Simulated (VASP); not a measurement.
# Bi2Te3 (R-3m) in VASP: notebook, part 2 of 2

VASP 6.6.1.

## 4. Single point, BLYP+D4

This run uses another cell than the first one, of 34.65 Å³/atom.

INCAR reads:

```
SYSTEM = Bi2Te3
AGGAC    = 1.0          
AGGAX    = 1.0          
ALDAC    = 0.0          
ALDAX    = 1.0          
ALGO     = Normal         ! electronic algorithm
EDIFF    = 1E-6           ! SCF threshold, eV
ENCUT    = 520            ! plane-wave cutoff, eV
GGA      = B5             ! functional
ISIF     = 2              ! what is computed and relaxed
ISMEAR   = -1             ! smearing method
IVDW     = 13             ! dispersion correction
LASPH    = .True.         ! aspherical terms in the spheres
LCHARG   = .False.        ! write CHGCAR
LREAL    = .False.        ! projectors in reciprocal space
LWAVE    = .False.        ! write WAVECAR
NBANDS   = 32             ! bands
NELM     = 60             ! most SCF steps
PREC     = Accurate       ! precision mode
SIGMA    = 0.05           ! smearing width, eV
VDW_A1   = 0.44488865   
VDW_A2   = 4.0933009    
VDW_S6   = 1.0          
VDW_S8   = 2.34076671
```

KPOINTS reads:

```
k-points
0
Gamma
  7 7 7
  0 0 0
```

POSCAR reads:

```
Bi2Te3
1.0
    2.2201137922      1.2817832956     10.1476397794
   -2.2201137922      1.2817832956     10.1476397794
    0.0000000000     -2.5635665912     10.1476397794
Bi Te
2 3
Direct
    0.5996736534      0.5996736534      0.5996736534
    0.4003263466      0.4003263466      0.4003263466
    0.7902778019      0.7902778019      0.7902778019
    0.2097221981      0.2097221981      0.2097221981
    0.0000000000      0.0000000000      0.0000000000
```

Potentials or basis: VASP PAW PBE potentials, release 64 (Bi_d, Te).

Started as:

```sh
$ cat potpaw_PBE.64/Bi_d/POTCAR potpaw_PBE.64/Te/POTCAR > POTCAR
$ mpirun -np 1 vasp_std > vasp.out
```

OUTCAR:

```text
SYSTEM = Bi2Te3
   EDIFF = 1E-6
   ENCUT = 520
   GGA = B5
   ISIF = 2
   ISMEAR = -1
   IVDW = 13
   LASPH = .True.
   LREAL = .False.
   NELM = 60
   PREC = Accurate

 ion  position               nearest neighbor table
   1  0.600  0.600  0.600-   4 3.09   4 3.09   4 3.09   5 3.28   5 3.28   5 3.28
   2  0.400  0.400  0.400-   3 3.09   3 3.09   3 3.09   5 3.28   5 3.28   5 3.28
   3  0.790  0.790  0.790-   2 3.09   2 3.09   2 3.09   4 3.67   4 3.67   4 3.67
   4  0.210  0.210  0.210-   1 3.09   1 3.09   1 3.09   3 3.67   3 3.67   3 3.67
   5  0.000  0.000  0.000-   1 3.28   1 3.28   2 3.28   2 3.28   1 3.28   2 3.28

  LATTYP: Found a trigonal (rhomboedric) cell.
 ALAT       =    10.4664448004
 COS(alpha) =     0.9100125199

  Lattice vectors:

 A1 = (   2.2201137922,   1.2817832956,  10.1476397794)
 A2 = (  -2.2201137922,   1.2817832956,  10.1476397794)
 A3 = (   0.0000000000,  -2.5635665912,  10.1476397794)

Analysis of symmetry for initial positions (statically):
=====================================================================
[... 179 lines left out ...]

 val. band max:        6.3724578285   @ k =   0.0000   0.0000   0.0000
 cond. band min:       6.6432840475   @ k =   0.0000   0.0000   0.0000
 fundamental gap:      0.2708262190
 Fermi energy:         6.5103238605

 k-point     1 :       0.0000    0.0000    0.0000
  band No.  band energies     occupation
      1     -16.7559      2.00000
      2     -16.7559      2.00000
      3     -16.7546      2.00000
      4     -16.7546      2.00000
      5     -16.7430      2.00000
      6     -16.7419      2.00000
[... 829 lines left out ...]
     31      11.1175      0.00000
     32      11.1639      0.00000

 [... further k-points ...]

------------------------ aborting loop because EDIFF is reached ----------------------------------------

  DFT-D4 for vdW energy calculation

  Edisp (eV):   -4.51094

  FORCE on cell =-STRESS in cart. coord.  units (eV):
  Direction    XX          YY          ZZ          XY          YZ          ZX
  --------------------------------------------------------------------------------------
  -------------------------------------------------------------------------------------
  Total       0.18720     0.18720     0.23430     0.00000    -0.00000     0.00000
  in kB       1.73106     1.73106     2.16655     0.00000    -0.00000     0.00000
  external pressure =        1.88 kB  Pullay stress =        0.00 kB

 VOLUME and BASIS-vectors are now :
 -----------------------------------------------------------------------------
  energy-cutoff  :      520.00
  volume of cell :      173.26
      direct lattice vectors                 reciprocal lattice vectors
     2.220113792  1.281783296 10.147639779     0.225213681  0.130027180  0.032848361
    -2.220113792  1.281783296 10.147639779    -0.225213681  0.130027180  0.032848361
     0.000000000 -2.563566591 10.147639779     0.000000000 -0.260054359  0.032848361

 POSITION                                       TOTAL-FORCE (eV/Angst)
 -----------------------------------------------------------------------------------
      0.00000      0.00000     18.25582         0.000000      0.000000      0.026713
      0.00000      0.00000     12.18710         0.000000     -0.000000     -0.026713
      0.00000      0.00000     24.05836         0.000000     -0.000000      0.044729
      0.00000      0.00000      6.38456         0.000000     -0.000000     -0.044729
      0.00000      0.00000      0.00000         0.000000     -0.000000     -0.000000
 -----------------------------------------------------------------------------------
    total drift:                               -0.000000     -0.000000      0.000000

  FREE ENERGIE OF THE ION-ELECTRON SYSTEM (eV)
  ---------------------------------------------------
  free  energy   TOTEN  =       -19.6307841941 eV

  energy  without entropy=      -19.6305871450  energy(sigma->0) =      -19.63068567
```

stdout:

```text
POSCAR found type information on POSCAR BiTe
 POSCAR found :  2 types and       5 ions
 scaLAPACK will be used
 -----------------------------------------------------------------------------
|                                                                             |
|                                                                             |
|     You enforced a specific xc type in the INCAR file but a different       |
|     I HOPE YOU KNOW WHAT YOU ARE DOING!                                     |
|                                                                             |
 -----------------------------------------------------------------------------

 LDA part: xc-table for (Slater(with rela. corr.)+VWN5), standard interpolation
 POSCAR, INCAR and KPOINTS ok, starting setup
 FFT: planning ... GRIDC
 FFT: planning ... GRID_SOFT
 FFT: planning ... GRID
 WAVECAR not read
 entering main loop
```

Wall time 15 min (1 thread of Intel Xeon Platinum 8559C (Emerald Rapids), shared host); peak memory 1 GiB.

What came out:

```yaml
Free_energy: -19.6308 eV
Pressure: 0.2 GPa
Largest_force: 0.045 eV/Å
Band_gap_on_the_k_mesh: 0.27 eV
Dispersion_energy_per_atom: -0.902 eV
```

Forces in eV/Å, atoms in the order of the input:
```
Bi   0.000  0.000  0.027
Bi   0.000  0.000 -0.027
Te   0.000  0.000  0.045
Te   0.000  0.000 -0.045
Te   0.000  0.000  0.000
```

Caveat: the PAW data sets were made with another functional, which shifts forces and pressure a little; spin-orbit coupling is left out, which moves the levels of the heavy elements; an odd mesh through Γ misses points on the zone boundary, where band edges can lie.

## 5. Single point, PBE+D4

This run uses another cell than the first one, of 35.90 Å³/atom.

Edit INCAR of step 4 so:

```diff
@@ -1,6 +1,2 @@
 SYSTEM = Bi2Te3
-AGGAC    = 1.0          
-AGGAX    = 1.0          
-ALDAC    = 0.0          
-ALDAX    = 1.0          
 ALGO     = Normal         ! electronic algorithm
@@ -8,3 +4,3 @@
 ENCUT    = 520            ! plane-wave cutoff, eV
-GGA      = B5             ! functional
+GGA      = PE             ! functional
 ISIF     = 2              ! what is computed and relaxed
@@ -20,5 +16 @@
 SIGMA    = 0.05           ! smearing width, eV
-VDW_A1   = 0.44488865   
-VDW_A2   = 4.0933009    
-VDW_S6   = 1.0          
-VDW_S8   = 2.34076671
```

KPOINTS is that of step 4.

POSCAR reads:

```
Bi2Te3
1.0
    2.2360109196      1.2909615063     10.3650440818
   -2.2360109196      1.2909615063     10.3650440818
    0.0000000000     -2.5819230127     10.3650440818
Bi Te
2 3
Direct
    0.6000000000      0.6000000000      0.6000000000
    0.4000000000      0.4000000000      0.4000000000
    0.7905000000      0.7905000000      0.7905000000
    0.2095000000      0.2095000000      0.2095000000
    0.0000000000      0.0000000000      0.0000000000
```

Started as:

```sh
$ cat potpaw_PBE.64/Bi_d/POTCAR potpaw_PBE.64/Te/POTCAR > POTCAR
$ mpirun -np 1 vasp_std > vasp.out
```

Run time: 9 min. Hardware: 1 thread of Intel Xeon 6975P-C (Granite Rapids), shared host; peak memory 1 GiB.

It converged, with:

| Quantity | Value |
| --- | --- |
| Free energy | -20.6836 eV |
| Pressure | -3.0 GPa |
| Largest force | 0.371 eV/Å |
| Band gap on the k mesh | 0.31 eV |
| Dispersion energy per atom | -0.464 eV |

Forces in eV/Å, atoms in the order of the input:
```
Bi   0.000  0.000 -0.158
Bi   0.000  0.000  0.158
Te   0.000  0.000 -0.371
Te   0.000  0.000  0.371
Te   0.000  0.000  0.000
```

Stress tensor (GPa, compression positive):
```
-2.86  0.00  0.00
 0.00 -2.86  0.00
 0.00  0.00 -3.22
```

Levels at points of the mesh, in eV from the valence-band top:
| k point | band 21 | band 22 | band 23 | band 24 | band 25 | band 26 | band 27 | band 28 |
| --- | --- | --- | --- | --- | --- | --- | --- | --- |
| (0.00, 0.00, 0.00) | -1.52 | -0.73 | -0.73 | 0.00 | 0.31 | 0.74 | 0.74 | 1.98 |

Caveat: spin-orbit coupling is left out, which moves the levels of the heavy elements; an odd mesh through Γ misses points on the zone boundary, where band edges can lie.

## 6. Single point, revPBE+D3(BJ)

This run uses another cell than the first one, of 35.90 Å³/atom.

INCAR reads:

```
SYSTEM = Bi2Te3
PREC = Accurate
ENCUT = 520
EDIFF = 1E-7
ISMEAR = -1
SIGMA = 0.05
LREAL = .FALSE.
LASPH = .TRUE.
NELM = 100
ALGO = Normal
ISIF = 2
LWAVE = .FALSE.
LCHARG = .TRUE.
GGA = RE
IVDW = 12
LELF = .TRUE.
LVHAR = .TRUE.
NBANDS = 32
```

KPOINTS reads:

```
regular mesh
0
G
  7 7 7
  0 0 0
```

POSCAR is that of step 5.

Potentials or basis: VASP PAW PBE potentials, release 64 (Bi_d, Te).

Started as:

```sh
$ cat potpaw_PBE.64/Bi_d/POTCAR potpaw_PBE.64/Te/POTCAR > POTCAR
$ mpirun -np 1 vasp_std > vasp.out
```

Run time: 10 min. Hardware: 1 thread of Intel Xeon 6975P-C (Granite Rapids), shared host; peak memory 1 GiB.

Results (log left out):

* Free energy: -20.7620 eV
* Pressure: -3.7 GPa
* Largest force: 0.372 eV/Å
* Band gap on the k mesh: 0.35 eV
* Dispersion energy per atom: -0.788 eV

Forces in eV/Å, atoms in the order of the input:
```
Bi   0.000  0.000 -0.153
Bi   0.000  0.000  0.153
Te   0.000  0.000 -0.372
Te   0.000  0.000  0.372
Te   0.000  0.000  0.000
```

Stress tensor (GPa, compression positive):
```
-3.63  0.00  0.00
 0.00 -3.63  0.00
 0.00  0.00 -3.97
```

Levels at points of the mesh, in eV from the valence-band top:
| k point | band 21 | band 22 | band 23 | band 24 | band 25 | band 26 | band 27 | band 28 |
| --- | --- | --- | --- | --- | --- | --- | --- | --- |
| (0.00, 0.00, 0.00) | -1.53 | -0.74 | -0.74 | 0.00 | 0.35 | 0.75 | 0.75 | 2.00 |

Caveat: the cell stands under tension; the PAW data sets were made with another functional, which shifts forces and pressure a little; spin-orbit coupling is left out, which moves the levels of the heavy elements; an odd mesh through Γ misses points on the zone boundary, where band edges can lie.

## 7. The runs side by side

| level | cell | gap on the mesh (eV) | pressure (GPa) | largest force (eV/Å) |
| --- | --- | --- | --- | --- |
| SVWN5 | a = 10.614 Å, angles 24.2°, 5 atoms, atomic positions A | 0.22 | -3.5 | 0.39 |
| BLYP | a = 10.476 Å, angles 24.2°, 5 atoms, atomic positions A | 0.31 | 5.6 | 0.07 |
| BLYP+D4 | a = 10.466 Å, angles 24.5°, 5 atoms, atomic positions B | 0.27 | 0.2 | 0.04 |
| PBE+D4 | a = 10.682 Å, angles 24.2°, 5 atoms, atomic positions A | 0.31 | -3.0 | 0.37 |
| revPBE+D3(BJ) | a = 10.682 Å, angles 24.2°, 5 atoms, atomic positions A | 0.35 | -3.7 | 0.37 |

Alike in all rows: task single point; potentials or basis VASP PAW PBE potentials, release 64 (Bi_d, Te); no spin polarisation; k mesh 7 × 7 × 7; cutoff (eV) 520; smearing fermi-dirac 0.05 eV.

Caveats: spin-orbit coupling is left out, which moves the levels of the heavy elements; an odd mesh through Γ misses points on the zone boundary, where band edges can lie; the PAW data sets were made with another functional, which shifts forces and pressure a little (at least some runs); the cell stands under tension (at least some runs); the cell stands under pressure (at least some runs).

Absolute energies hang on the potentials; compare differences alone.

## 8. Comparison with measurements

Step 4. Against the measured gap of Bi2Te3, 0.17 eV (quoted in “Vacancy and Antisite-Induced Ferromagnetism in Liquid-Phase Exfoliated Bi2Te3”, 2024, arxiv:2412.10539), the calculated 0.27 eV is off by +0.10 eV. Spin-orbit coupling on Bi, Te is left out. The value is that of BLYP+D4 on a finite k mesh, which can miss the band edges, without temperature or zero-point motion.
